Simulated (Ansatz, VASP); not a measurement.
Two plane-wave programs on Ga2O3

```
CELL_PARAMETERS angstrom
2.52899 1.46011 4.54134
-2.52899 1.46011 4.54134
0.00000 -2.92022 4.54134
ATOMIC_POSITIONS crystal
Ga 0.85584 0.85584 0.85584
Ga 0.64416 0.64416 0.64416
Ga 0.14416 0.14416 0.14416
Ga 0.35584 0.35584 0.35584
O 0.05309 0.44691 0.75000
O 0.75000 0.05309 0.44691
O 0.44691 0.75000 0.05309
O 0.94691 0.55309 0.25000
O 0.25000 0.94691 0.55309
O 0.55309 0.25000 0.94691
```

Alike in both runs: functional PBE; k mesh 6 × 6 × 6; occupations gaussian, width 0.02 eV; no spin polarisation.

Ansatz relaxed the structure, and its values are those at the end. VASP's run is a single point on that final structure, the one shown.

|  | VASP | Ansatz |
| --- | --- | --- |
| version | VASP 6.6.1 | Ansatz 0.2.0 |
| potentials or method | VASP PAW PBE potentials, release 64 (Ga_d, O), cutoff 520 eV | scalar-relativistic, plane waves, PAW |
| valence electrons in the cell | 88 | 88 |

|  | VASP | Ansatz | Ansatz less VASP |
| --- | --- | --- | --- |
| gap on the k mesh at the Fermi level (eV) | 2.39 | 2.40 | +0.014 |
| least direct gap on the mesh (eV) | 2.62 | 2.64 | +0.013 |
| pressure (GPa) | 0.9 | 0.0 | -0.94 |
| rms of the force components (eV/Å) | 0.004 | 0.000 | -0.0040 |
